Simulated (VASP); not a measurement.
A run of VASP 6.6.1 is set up as follows.

File POSCAR:

```
AlGaN2
1.0
    2.9502148397      0.0000000000      0.0000000000
    0.0000000000      2.9502148397      0.0000000000
    0.0000000000      0.0000000000      4.6811381259
Al Ga N
1 1 2
Direct
    0.5000000000      0.5000000000      0.5000000000
    0.0000000000      0.0000000000      0.0000000000
    0.5000000000      0.0000000000      0.7403523178
    0.0000000000      0.5000000000      0.2596476822
```

INCAR.step1

```
ALGO = Normal ; EDIFF = 1E-4
ENCUT = 520 ; GGA = PE
ISMEAR = 0 ; LASPH = T
LCHARG = F ; LREAL = F
LWAVE = T ; NBANDS = 21
NELM = 100 ; PREC = Accurate
SIGMA = 0.02
```

File INCAR.step2:

```
ALGO = Normal ; EDIFF = 1E-6
ENCUT = 520 ; ISIF = 2
ISMEAR = 0 ; ISTART = 1
LASPH = T ; LCHARG = F
LMIXTAU = T ; LREAL = F
LWAVE = F ; METAGGA = R2SCAN
NBANDS = 21 ; NELM = 100
PREC = Accurate ; SIGMA = 0.02
```

File KPOINTS:

```
k-points
0
Gamma
  8 8 6
```

Potentials or basis: VASP PAW PBE potentials, release 64 (Al, Ga_d, N).

The run is started by

```bash
$ cat potpaw_PBE.64/Al/POTCAR potpaw_PBE.64/Ga_d/POTCAR potpaw_PBE.64/N/POTCAR > POTCAR
$ cp INCAR.step1 INCAR
$ mpirun -np 1 vasp_std > vasp.out
$ cp INCAR.step2 INCAR
$ mpirun -np 1 vasp_std > vasp.out
```

What does it give for the largest force?

0.107 eV/Å.

What does it give for the pressure?

15.1 GPa.

Estimate the band gap on the k mesh.

3.47 eV (least direct gap 3.61 eV).

Forces on the atoms (eV/Å):
```
Al   0.000  0.000  0.000
Ga   0.000  0.000  0.000
N    0.000  0.000 -0.107
N    0.000  0.000  0.107
```

Caveat: the cell stands under pressure; the PAW data sets were made with another functional, which shifts forces and pressure a little. A k mesh can miss the band edges.
